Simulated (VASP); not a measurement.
# Rb (Im-3m) in VASP: a series of runs, part 3 of 3

VASP 6.6.1.

### Step 5. Single point, PBE

This run uses another cell than the first one, of 90.60 Å³/atom.

The input, INCAR:

```
PREC     = Accurate       # precision mode
ENCUT    = 520            # plane-wave cutoff, eV
EDIFF    = 1E-6           # SCF threshold, eV
ISMEAR   = -1             # smearing method
SIGMA    = 0.05           # smearing width, eV
LREAL    = F              # projectors in reciprocal space
LASPH    = T              # aspherical terms in the spheres
NELM     = 80             # most SCF steps
ALGO     = Normal         # electronic algorithm
ISIF     = 2              # what is computed and relaxed
LWAVE    = F              # write WAVECAR
LCHARG   = T              # write CHGCAR
GGA      = PE             # functional
LELF     = T              # ELF
LVHAR    = T            
NBANDS   = 10             # bands
```

The input, KPOINTS:

```
regular mesh
0
Gamma
  5 5 5
```

The input, POSCAR:

```
Rb
1.0
   -2.8293829314      2.8293829314      2.8293829314
    2.8293829314     -2.8293829314      2.8293829314
    2.8293829314      2.8293829314     -2.8293829314
Rb
1
Direct
    0.0000000000      0.0000000000      0.0000000000
```

Potentials or basis: VASP PAW PBE potentials, release 64 (Rb_sv).

Run with:

```bash
> cat potpaw_PBE.64/Rb_sv/POTCAR > POTCAR
> mpirun -np 1 vasp_std > vasp.out
```

OUTCAR:

```text
PREC = Accurate
   ENCUT = 520
   EDIFF = 1E-6
   ISMEAR = -1
   LREAL = F
   LASPH = T
   NELM = 80
   ISIF = 2
   GGA = PE

 ion  position               nearest neighbor table
   1  0.000  0.000  0.000-

  LATTYP: Found a body centered cubic cell.
 ALAT       =     5.6587658628

  Lattice vectors:

 A1 = (  -2.8293829314,   2.8293829314,   2.8293829314)
 A2 = (   2.8293829314,  -2.8293829314,   2.8293829314)
 A3 = (   2.8293829314,   2.8293829314,  -2.8293829314)

Analysis of symmetry for initial positions (statically):
=====================================================================
 Subroutine PRICEL returns:
 Original cell was already a primitive cell.

 Routine SETGRP: Setting up the symmetry group for a
 body centered cubic supercell.

 Subroutine GETGRP returns: Found 48 space group operations
 (whereof 48 operations were pure point group operations)
 out of a pool of 48 trial point group operations.

The static configuration has the point symmetry O_h .

Analysis of symmetry for dynamics (positions and initial velocities):
=====================================================================
 Subroutine PRICEL returns:
 Original cell was already a primitive cell.

 Routine SETGRP: Setting up the symmetry group for a
 body centered cubic supercell.

 Subroutine GETGRP returns: Found 48 space group operations
 (whereof 48 operations were pure point group operations)
 out of a pool of 48 trial point group operations.

The dynamic configuration has the point symmetry O_h .

 Subroutine INISYM returns: Found 48 space group operations
 (whereof 48 operations are pure point group operations),
 and found     1 'primitive' translations

----------------------------------------------------------------------------------------

[... 96 lines left out ...]
  volume/ion in A,a.u.               =      90.60       611.41
  Fermi-wavevector in a.u.,A,eV,Ry     =   0.758189  1.432769  7.821309  0.574850
  Thomas-Fermi vector in A             =   1.856703
   LORBIT       =      0    0 simple, 1 ext, 2 COOP (PROOUT), +10 PAW based schemes
   GGA     = PE    functional components
   LHFCALC =     F    Hartree Fock is set to
   AEXX    =    0.0000 exact exchange contribution
   IVDW    =     0    specifies the selected vdW correction
   LEPSILON=     F    determine dielectric tensor
   LRPA    =     F    only Hartree local field effects (RPA)
 non-spin polarized calculation
  energy-cutoff  :      520.00
  volume of cell :       90.60
 maximum number of plane-waves:      2491
   NGX = 19   NGY = 19   NGZ = 19

 number of electron       9.0000000 magnetization

 Free energy of the ion-electron system (eV)
  ---------------------------------------------------
  ext. energy  EPLUGINS =         0.00000000
  ---------------------------------------------------
  free energy    TOTEN  =        -0.94468560 eV

  energy without entropy =       -0.93266615  energy(sigma->0) =       -0.93867587

 E-fermi :   0.0655     XC(G=0):  -5.4766

 val. band max:       -0.2842809624   @ k =   0.4000   0.0000   0.0000
 cond. band min:       0.1048393748   @ k =  -0.4000   0.4000   0.2000
 fundamental gap:      0.3891203372
 Fermi energy:         0.0654994923

 k-point     1 :       0.0000    0.0000    0.0000
  band No.  band energies     occupation
      1     -28.8787      2.00000
      2     -12.9204      2.00000
      3     -12.9204      2.00000
      4     -12.9204      2.00000
      5      -1.9557      2.00000
      6       3.7052      0.00000
      7       3.7052      0.00000
      8       3.7052      0.00000
      9       4.6407      0.00000
     10       4.6407      0.00000
[... 105 lines left out ...]
 k-point    10 :      -0.4000    0.4000    0.4000
  band No.  band energies     occupation
      1     -28.8717      2.00000
      2     -12.9887      2.00000
      3     -12.9830      2.00000
      4     -12.9830      2.00000
      5       0.9242      0.00000
      6       1.4515      0.00000
      7       3.0950      0.00000
      8       3.1754      0.00000
      9       3.1754      0.00000
     10       5.6512      0.00000

------------------------ aborting loop because EDIFF is reached ----------------------------------------

  FORCE on cell =-STRESS in cart. coord.  units (eV):
  Direction    XX          YY          ZZ          XY          YZ          ZX
  --------------------------------------------------------------------------------------
  -------------------------------------------------------------------------------------
  Total        0.0013812      0.0013812      0.0013812     -0.0000000     -0.0000000      0.0000000
  in kB        0.0244246      0.0244246      0.0244246     -0.0000000     -0.0000000      0.0000000
  external PRESSURE =       0.0244246 kB  Pullay stress =       0.0000000 kB

 VOLUME and BASIS-vectors are now :
 -----------------------------------------------------------------------------
  energy-cutoff  :      520.00
  volume of cell :       90.60
      direct lattice vectors                 reciprocal lattice vectors
    -2.829382931  2.829382931  2.829382931     0.000000000  0.176716978  0.176716978
     2.829382931 -2.829382931  2.829382931     0.176716978  0.000000000  0.176716978
     2.829382931  2.829382931 -2.829382931     0.176716978  0.176716978  0.000000000

 POSITION                                       TOTAL-FORCE (eV/Angst)
 -----------------------------------------------------------------------------------
      0.00000      0.00000      0.00000        -0.000000      0.000000     -0.000000
 -----------------------------------------------------------------------------------
    total drift:                               -0.000000      0.000000      0.000000

  FREE ENERGIE OF THE ION-ELECTRON SYSTEM (eV)
  ---------------------------------------------------
  free  energy   TOTEN  =        -0.9446856007 eV

  energy  without entropy=       -0.9326661468  energy(sigma->0) =       -0.93867587
```

OSZICAR:

```text
N       E                     dE             d eps       ncg     rms          rms(c)
DAV:   1     0.473587585841E+02    0.47359E+02   -0.34783E+03   200   0.678E+02
DAV:   2     0.237745088687E+01   -0.44981E+02   -0.44202E+02   210   0.126E+02
DAV:   3    -0.803123103540E+00   -0.31806E+01   -0.31735E+01   266   0.349E+01
DAV:   4    -0.934418559382E+00   -0.13130E+00   -0.13117E+00   262   0.670E+00
DAV:   5    -0.943158767362E+00   -0.87402E-02   -0.87385E-02   286   0.121E+00    0.120E+00
DAV:   6    -0.943678040604E+00   -0.51927E-03   -0.21283E-03   260   0.281E-01    0.726E-01
DAV:   7    -0.944564561783E+00   -0.88652E-03   -0.32139E-03   240   0.323E-01    0.467E-02
DAV:   8    -0.944676865104E+00   -0.11230E-03   -0.13907E-04   230   0.978E-02    0.169E-02
DAV:   9    -0.944685933560E+00   -0.90685E-05   -0.78742E-06   286   0.212E-02    0.465E-03
DAV:  10    -0.944685600682E+00    0.33288E-06   -0.33294E-06   248   0.984E-03
   1 F= -.94468560E+00 E0= -.93867587E+00  d E =-.120195E-01
```

stdout:

```text
POSCAR found type information on POSCAR Rb
 POSCAR found :  1 types and       1 ions
 scaLAPACK will be used
 LDA part: xc-table for (Slater+PW92), standard interpolation
 POSCAR, INCAR and KPOINTS ok, starting setup
 FFT: planning ... GRIDC
 FFT: planning ... GRID_SOFT
 FFT: planning ... GRID
 WAVECAR not read
 entering main loop
```

It took 18 s on 1 thread of Intel Xeon 8259CL, shared host; peak memory 0.19 GiB.

Results:

* Free energy: -0.9447 eV
* Pressure: 0.0 GPa
* Band gap on the k mesh: zero (an odd number of electrons rules out a gap without spin polarisation)

### Step 6. Summary

| level | cell | k mesh | gap on the mesh (eV) | pressure (GPa) |
| --- | --- | --- | --- | --- |
| r2SCAN | a = 4.918 Å, angles 109.5°, 1 atom | 7 × 7 × 7 | none | 0.1 |
| r2SCAN | a = 4.949 Å, angles 109.5°, 1 atom | 7 × 7 × 7 | none | 0.0 |
| PBE | a = 4.854 Å, angles 109.5°, 1 atom | 5 × 5 × 5 | none | 0.1 |
| PBE | a = 4.901 Å, angles 109.5°, 1 atom | 5 × 5 × 5 | none | 0.0 |

Alike in all rows: task single point; potentials or basis VASP PAW PBE potentials, release 64 (Rb_sv); no spin polarisation; cutoff (eV) 520; smearing fermi-dirac 0.05 eV.

Caveats: the PAW data sets were made with another functional, which shifts forces and pressure a little (at least some runs).

Absolute energies hang on the potentials; compare differences alone.

The gap in the log of VASP goes by the Fermi energy; the results here count the filled bands.